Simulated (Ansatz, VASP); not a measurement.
## Pb in VASP and in Ansatz

File INCAR:

```
SYSTEM = Pb
ALGO     = Fast           ! electronic algorithm
EDIFF    = 1E-6           ! SCF threshold, eV
ENCUT    = 520            ! plane-wave cutoff, eV
GGA      = CA             ! functional
ISIF     = 2              ! what is computed and relaxed
ISMEAR   = 0              ! smearing method
LASPH    = .TRUE.         ! aspherical terms in the spheres
LCHARG   = .FALSE.        ! write CHGCAR
LREAL    = .FALSE.        ! projectors in reciprocal space
LWAVE    = .FALSE.        ! write WAVECAR
NBANDS   = 13             ! bands
NELM     = 60             ! most SCF steps
PREC     = Accurate       ! precision mode
SIGMA    = 0.15           ! smearing width, eV
```

File KPOINTS:

```
k-points
0
G
  16 16 16
  0 0 0
```

POSCAR

```
Pb
1.0
    0.0000000000      2.4698000000      2.4698000000
    2.3957060000      0.0000000000      2.4698000000
    2.3957060000      2.4698000000      0.0000000000
Pb
1
Direct
    0.0000000000      0.0000000000      0.0000000000
```

Input for Ansatz:

```yaml
crystal:
  lattice:
    - [0.0, 2.4698, 2.4698]
    - [2.395706, 0.0, 2.4698]
    - [2.395706, 2.4698, 0.0]
  atoms:
    - { symbol: Pb, position: [0.0, 0.0, 0.0] }
basis:
  ecutwfc: 420
kpoints:
  mp_grid: { grid: [16, 16, 16] }
hamiltonian:
  xc: lda
scf:
  occupations: { method: gaussian, width: 0.15 }
output:
  forces: true
  stress: true
  eigenvalues: true
```

Change from the starting cell: strain -0.0300 x Voigt [1, 0, 0, 0, 0, 0], atoms carried along.

Alike in both runs: task single point; functional LDA; k mesh 16 × 16 × 16; occupations gaussian, width 0.15 eV; no spin polarisation.

```csv
,VASP,Ansatz
version,VASP 6.6.1,Ansatz 0.2.0
potentials or method,"VASP PAW LDA potentials, release 64 (Pb_d), cutoff 520 eV","scalar-relativistic, plane waves, PAW"
valence electrons in the cell,14,14
```

Ansatz gave:

* gap on the k mesh at the Fermi level (eV): none
* pressure (GPa): -0.4
* traceless stress, the component that is largest in VASP (GPa): 0.44

Problem. What did VASP give for the same quantities?

Solution. gap on the k mesh at the Fermi level (eV): none; pressure (GPa): -0.2; traceless stress, the component that is largest in VASP (GPa): 0.43.

LDA's correlation is that of Perdew and Zunger in VASP and of Perdew and Wang (1992) in Ansatz. A gap of «none» marks a metal or a gap that the smearing closes.

Spin-orbit coupling is off throughout.
